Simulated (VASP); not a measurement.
# Si4Se (F-43m) in VASP: single point with PBE

Aim: the single point of Si4Se with PBE.

Everything below comes from runs of VASP 6.6.1. Logs are shortened: lines on timing, memory, paths and dates and some standing lists are left out, and cuts for length are marked.

### 1 The cell of the first run

Symmetry: F-43m, No. 216, cubic system. The conventional cell has a = 8.664 Å, b = 8.664 Å, c = 8.664 Å, α = 90.00°, β = 90.00°, γ = 90.00°. Within 2.4 Å of Si (site symmetry 3m) lie 1 Se at 1.80 Å. Se (site symmetry -43m) has 4 Si at 1.80 Å within 2.4 Å.

### 2 Single point, PBE

INCAR reads:

```
SYSTEM = Si4Se
PREC = Accurate
ENCUT = 500
EDIFF = 1E-6
ISMEAR = -1
SIGMA = 0.1
LREAL = .False.
LASPH = .True.
NELM = 120
ALGO = Normal
ISIF = 2
LWAVE = .False.
LCHARG = .True.
GGA = PE
LELF = .True.
LVHAR = .True.
NBANDS = 19
GGA_COMPAT = .False.
```

KPOINTS reads:

```
regular mesh
0
Gamma
  7 7 7
  0 0 0
```

POSCAR reads:

```
Si4Se
1.0
    0.0000000000      4.3320100000      4.3320100000
    4.3320100000      0.0000000000      4.3320100000
    4.3320100000      4.3320100000      0.0000000000
Si Se
4 1
Direct
    0.1200000000      0.1200000000      0.1200000000
    0.6400000000      0.1200000000      0.1200000000
    0.1200000000      0.1200000000      0.6400000000
    0.1200000000      0.6400000000      0.1200000000
    0.0000000000      0.0000000000      0.0000000000
```

Potentials or basis: VASP PAW PBE potentials, release 64 (Si, Se).

The run is started by

```bash
> cat potpaw_PBE.64/Si/POTCAR potpaw_PBE.64/Se/POTCAR > POTCAR
> mpirun -np 1 vasp_std > vasp.out
```

OUTCAR:

```text
SYSTEM = Si4Se
   PREC = Accurate
   ENCUT = 500
   EDIFF = 1E-6
   ISMEAR = -1
   LREAL = .False.
   LASPH = .True.
   NELM = 120
   ISIF = 2
   GGA = PE

 ion  position               nearest neighbor table
   1  0.120  0.120  0.120-   5 1.80   3 2.94   4 2.94   2 2.94
   2  0.640  0.120  0.120-   5 1.80   3 2.94   4 2.94   1 2.94
   3  0.120  0.120  0.640-   5 1.80   2 2.94   4 2.94   1 2.94
   4  0.120  0.640  0.120-   5 1.80   2 2.94   3 2.94   1 2.94
   5  0.000  0.000  0.000-   1 1.80   2 1.80   3 1.80   4 1.80

  LATTYP: Found a face centered cubic cell.
 ALAT       =     8.6640200000

  Lattice vectors:

 A1 = (   0.0000000000,   4.3320100000,   4.3320100000)
 A2 = (   4.3320100000,   0.0000000000,   4.3320100000)
 A3 = (   4.3320100000,   4.3320100000,   0.0000000000)

Analysis of symmetry for initial positions (statically):
=====================================================================
 Subroutine PRICEL returns:
 Original cell was already a primitive cell.

 Routine SETGRP: Setting up the symmetry group for a
 face centered cubic supercell.

 Subroutine GETGRP returns: Found 24 space group operations
 (whereof 24 operations were pure point group operations)
 out of a pool of 48 trial point group operations.

The static configuration has the point symmetry T_d .

Analysis of symmetry for dynamics (positions and initial velocities):
=====================================================================
 Subroutine PRICEL returns:
 Original cell was already a primitive cell.

 Routine SETGRP: Setting up the symmetry group for a
 face centered cubic supercell.

 Subroutine GETGRP returns: Found 24 space group operations
 (whereof 24 operations were pure point group operations)
 out of a pool of 48 trial point group operations.

The dynamic configuration has the point symmetry T_d .

 Subroutine INISYM returns: Found 24 space group operations
 (whereof 24 operations are pure point group operations),
 and found     1 'primitive' translations

----------------------------------------------------------------------------------------

                                     Primitive cell

  volume of cell :     162.5917

[... 86 lines left out ...]
   LASPH  =      T    aspherical Exc in radial PAW
   ENCUT  =  500.0 eV  36.75 Ry    6.06 a.u.  11.17 11.17 11.17*2*pi/ulx,y,z
   NELM   =    120;   NELMIN=  2; NELMDL= -5     # of ELM steps
   EDIFF  = 0.1E-05   stopping-criterion for ELM
   LREAL  =      F    real-space projection
   EDIFFG = 0.1E-04   stopping-criterion for IOM
   NSW    =      0    number of steps for IOM
   IBRION =     -1    ionic relax: 0-MD 1-quasi-New 2-CG
   NFREE  =      0    steps in history (QN), initial steepest desc. (CG)
   ISIF   =      2    stress and relaxation
   ISYM   =      2    0-nonsym 1-usesym 2-fastsym
   POTIM  = 0.5000    time-step for ionic-motion
   TEBEG  =    0.0;   TEEND  =   0.0 temperature during run
   PSTRESS=    0.0 pullay stress
   NELECT =      22.0000    total number of electrons
   NUPDOWN=      -1.0000    fix difference up-down
   EMIN   =  10.00;   EMAX   =-10.00  energy-range for DOS
   EFERMI =   0.00;   METHOD = LEGACY
   ISMEAR =    -1;   SIGMA  =   0.10  broadening in eV -4-tet -1-fermi 0-gaus
   EFERMI_NEDOS =   21; number of points for ismear=-14 and -15
   IALGO  =     38    algorithm
   IMIX   =      4    mixing-type and parameters
     AMIX     =   0.40;   BMIX     =  1.00
     AMIX_MAG =   1.60;   BMIX_MAG =  1.00
  volume/ion in A,a.u.               =      32.52       219.44
  Fermi-wavevector in a.u.,A,eV,Ry     =   0.840459  1.588236  9.610754  0.706370
  Thomas-Fermi vector in A             =   1.954844
   LORBIT       =      0    0 simple, 1 ext, 2 COOP (PROOUT), +10 PAW based schemes
   GGA     = PE    functional components
   LHFCALC =     F    Hartree Fock is set to
   AEXX    =    0.0000 exact exchange contribution
   IVDW    =     0    specifies the selected vdW correction
   LEPSILON=     F    determine dielectric tensor
   LRPA    =     F    only Hartree local field effects (RPA)
 non-spin polarized calculation
  energy-cutoff  :      500.00
  volume of cell :      162.59
 maximum number of plane-waves:      4146
 NGX is ok and might be reduce to    48
   NGX = 23   NGY = 23   NGZ = 23

 number of electron      22.0000001 magnetization

 Free energy of the ion-electron system (eV)
  ---------------------------------------------------
  ext. energy  EPLUGINS =         0.00000000
  ---------------------------------------------------
  free energy    TOTEN  =        -3.16795601 eV

  energy without entropy =       -3.08774153  energy(sigma->0) =       -3.12784877

 E-fermi :   1.9449     XC(G=0):  -7.1815

 val. band max:        1.9273119954   @ k =  -0.4286   0.4286   0.0000
 cond. band min:       1.9523530134   @ k =   0.2857   0.2857   0.0000
 fundamental gap:      0.0250410181
 Fermi energy:         1.9448825236

 k-point     1 :       0.0000    0.0000    0.0000
  band No.  band energies     occupation
      1     -18.0547      2.00000
      2      -8.8217      2.00000
      3      -8.8217      2.00000
      4      -8.8217      2.00000
      5      -4.8872      2.00000
      6      -1.5086      2.00000
[... 417 lines left out ...]
      6      -1.9407      2.00000
[... 11 lines left out ...]
     18       6.9288      0.00000
     19       7.5308      0.00000

------------------------ aborting loop because EDIFF is reached ----------------------------------------

  FORCE on cell =-STRESS in cart. coord.  units (eV):
  Direction    XX          YY          ZZ          XY          YZ          ZX
  --------------------------------------------------------------------------------------
  -------------------------------------------------------------------------------------
  Total       39.0498401     39.0498401     39.0498401      0.0000000     -0.0000000      0.0000000
  in kB      384.7968381    384.7968381    384.7968381      0.0000000     -0.0000000      0.0000000
  external PRESSURE =     384.7968381 kB  Pullay stress =       0.0000000 kB

 VOLUME and BASIS-vectors are now :
 -----------------------------------------------------------------------------
  energy-cutoff  :      500.00
  volume of cell :      162.59
      direct lattice vectors                 reciprocal lattice vectors
     0.000000000  4.332010000  4.332010000    -0.115419863  0.115419863  0.115419863
     4.332010000  0.000000000  4.332010000     0.115419863 -0.115419863  0.115419863
     4.332010000  4.332010000  0.000000000     0.115419863  0.115419863 -0.115419863

 POSITION                                       TOTAL-FORCE (eV/Angst)
 -----------------------------------------------------------------------------------
      1.03968      1.03968      1.03968        10.340418     10.340418     10.340418
      1.03968      3.29233      3.29233        10.340418    -10.340418    -10.340418
      3.29233      3.29233      1.03968       -10.340418    -10.340418     10.340418
      3.29233      1.03968      3.29233       -10.340418     10.340418    -10.340418
      0.00000      0.00000      0.00000        -0.000000      0.000000     -0.000000
 -----------------------------------------------------------------------------------
    total drift:                               -0.000000     -0.000000     -0.000000

  FREE ENERGIE OF THE ION-ELECTRON SYSTEM (eV)
  ---------------------------------------------------
  free  energy   TOTEN  =        -3.1679560121 eV

  energy  without entropy=       -3.0877415324  energy(sigma->0) =       -3.12784877
```

stdout:

```text
POSCAR found type information on POSCAR SiSe
 POSCAR found :  2 types and       5 ions
 scaLAPACK will be used
 LDA part: xc-table for (Slater+PW92), standard interpolation
 POSCAR, INCAR and KPOINTS ok, starting setup
 FFT: planning ... GRIDC
 FFT: planning ... GRID_SOFT
 FFT: planning ... GRID
 WAVECAR not read
 entering main loop
```

Wall time 1.8 min (1 thread of Intel Xeon 8259CL, shared host); peak memory 0.32 GiB.

What came out:

- Free energy: -3.1680 eV
- Pressure: 38.5 GPa
- Largest force: 17.910 eV/Å
- Band gap on the k mesh: zero (bands 11 and 12 overlap by 1.36 eV)

Forces on the atoms (eV/Å):
```
Si   10.340  10.340  10.340
Si   10.340 -10.340 -10.340
Si  -10.340 -10.340  10.340
Si  -10.340  10.340 -10.340
Se    0.000   0.000   0.000
```

Caveat: the cell stands under pressure; forces of over 1 eV/Å act on the atoms, so gaps and moduli don't describe the material at rest.
